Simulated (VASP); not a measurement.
## GaC3: single point with PBEsol

GaC3:

```
Ga C
1.0
     3.31895    0.00000    0.00000
     0.00000    3.31895    0.00000
     0.00000    0.00000    3.31895
Ga C
1 3
Direct
  0.00000 0.00000 0.00000
  0.00000 0.50000 0.50000
  0.50000 0.00000 0.50000
  0.53000 0.50000 0.00000
```

* Program: VASP 6.6.1
* Task: single point
* Functional: PBEsol
* Potentials or basis: VASP PAW PBE potentials, release 64 (Ga_d, C)
* Cutoff: 600 eV
* k mesh: 6 × 6 × 6
* Occupations: methfessel-paxton, width 0.1 eV
* Spin: no spin polarisation
* Dipole correction: no
* Further INCAR settings: ALGO = Normal; EDIFF = 1e-06; NBANDS = 20

```yaml
Pressure: -4.8 GPa
Largest_force: 0.432 eV/Å
```

Forces in eV/Å, atoms in the order of the input:
```
Ga   0.337  0.000  0.000
C   -0.374  0.000  0.000
C   -0.395  0.000  0.000
C    0.432  0.000  0.000
```

Stress tensor (GPa, compression positive):
```
-5.88  0.00  0.00
 0.00 -3.63  0.00
 0.00  0.00 -5.00
```

Levels at points of the mesh, in eV from the Fermi level:
```csv
k point,band 11,band 12,band 13,band 14,band 15,band 16
"(0.00, 0.00, 0.00)",-5.23,-0.13,1.32,1.35,1.40,3.87
"(0.50, 0.00, 0.00)",-1.93,-1.91,-1.62,-0.62,0.64,3.67
"(0.00, 0.50, 0.00)",-2.05,-1.97,-1.60,-0.55,0.61,3.68
"(0.00, 0.00, 0.50)",-2.06,-1.99,-1.60,-0.48,0.70,3.69
"(0.50, 0.50, 0.00)",-0.92,-0.47,-0.40,-0.34,0.10,4.23
"(0.00, 0.50, 0.50)",-0.82,-0.48,-0.39,-0.29,0.01,4.17
"(0.50, 0.00, 0.50)",-0.52,-0.49,-0.38,-0.37,-0.31,4.18
"(0.50, 0.50, 0.50)",-7.06,-7.01,-3.41,4.68,4.71,4.71
```

It took 24 s on 1 thread of Intel(R) Xeon(R) Platinum 8559C (Emerald Rapids) (shared host), peak memory 0.18 GiB.

Caveat: the PAW data sets were made with another functional, which shifts forces and pressure a little.
